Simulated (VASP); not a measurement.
# HfO2: single point with PBE

**Experimental background.**

From “Temperature dependence of self-trapped exciton luminescence in nanostructured hafnia powder”, 2021, arxiv:2112.02602, for a bulk crystal of HfO2: band gap 5.54 eV (indirect).

HfO2:

```xyz
12
Lattice="5.1501 0.0000 0.0000 0.0000 5.1852 0.0000 -0.8308 0.0000 5.2768" Properties=species:S:1:pos:R:3 pbc="T T T"
Hf    1.2617    0.2551    1.1451
Hf    3.4729    2.8477    1.4933
Hf    3.0575    4.9301    4.1317
Hf    0.8463    2.3375    3.7835
O     0.0720    1.6930    1.8094
O     4.6627    4.2856    0.8290
O     4.2472    3.4922    3.4674
O    -0.3434    0.8996    4.4478
O     1.9665    3.8832    2.5793
O     2.7681    1.2906    0.0591
O     2.3527    1.3020    2.6975
O     1.5511    3.8946    5.2177
```

```json
{"Program": "VASP 6.6.1", "Task": "single point", "Functional": "PBE", "Potentials or basis": "VASP PAW PBE potentials, release 64 (Hf_pv, O)", "Cutoff": "520 eV", "k mesh": "4 × 4 × 4", "Occupations": "fermi-dirac, width 0.0005 eV", "Spin": "no spin polarisation", "Dipole correction": "no", "Further INCAR settings": "ALGO = Normal; EDIFF = 1e-06; NBANDS = 56"}
```

The pressure is -0.1 GPa. The largest force is 1.289 eV/Å and the band gap on the k mesh is 4.05 eV (least direct gap 4.11 eV).

Forces in eV/Å, atoms in the order of the input:
```
Hf  -0.568 -0.799 -0.781
Hf   0.568 -0.799  0.781
Hf   0.568  0.799  0.781
Hf  -0.568  0.799 -0.781
O   -0.776  0.684  0.376
O    0.776  0.684 -0.376
O    0.776 -0.684 -0.376
O   -0.776 -0.684  0.376
O   -0.686  0.915 -0.595
O    0.686  0.915  0.595
O    0.686 -0.915  0.595
O   -0.686 -0.915 -0.595
```

Stress tensor (GPa, compression positive):
```
 0.92  0.00 -1.80
 0.00  1.79  0.00
-1.80  0.00 -2.96
```

Levels at points of the mesh, in eV from the valence-band top:
| k point | band 41 | band 42 | band 43 | band 44 | band 45 | band 46 | band 47 | band 48 |
| --- | --- | --- | --- | --- | --- | --- | --- | --- |
| (0.00, 0.00, 0.00) | -0.72 | -0.71 | -0.24 | 0.00 | 4.56 | 4.86 | 4.97 | 5.47 |
| (0.50, 0.00, 0.00) | -1.05 | -0.53 | -0.36 | -0.03 | 4.11 | 4.79 | 4.94 | 5.11 |
| (0.00, 0.50, 0.00) | -0.84 | -0.84 | -0.46 | -0.46 | 4.86 | 4.86 | 5.41 | 5.41 |
| (0.50, 0.50, 0.00) | -1.26 | -1.26 | -0.61 | -0.61 | 4.75 | 4.75 | 5.19 | 5.19 |
| (0.00, 0.00, 0.50) | -0.91 | -0.91 | -0.44 | -0.44 | 4.58 | 4.58 | 5.11 | 5.11 |
| (0.50, 0.00, 0.50) | -1.06 | -1.06 | -0.47 | -0.47 | 4.09 | 4.09 | 5.45 | 5.45 |
| (0.00, 0.50, 0.50) | -0.90 | -0.90 | -0.67 | -0.67 | 4.78 | 4.78 | 5.11 | 5.11 |
| (0.50, 0.50, 0.50) | -1.19 | -1.19 | -0.77 | -0.77 | 4.46 | 4.46 | 5.14 | 5.14 |

Wall time 110 s on 1 thread of Intel(R) Xeon(R) 6975P-C (Granite Rapids), with other jobs on the host, peak memory 0.34 GiB.

A measured gap of HfO2 is 5.54 eV (indirect; quoted in “Temperature dependence of self-trapped exciton luminescence in nanostructured hafnia powder”, 2021, arxiv:2112.02602); the calculated 4.05 eV misses it by -1.49 eV. Spin-orbit coupling on Hf is left out. The value is that of PBE on a finite k mesh, which can miss the band edges, without temperature or zero-point motion. Semilocal functionals fall short of measured gaps as a rule.

Caveat: spin-orbit coupling is left out, which moves the levels of the heavy elements; forces of over 1 eV/Å act on the atoms, so gaps and moduli don't describe the material at rest.
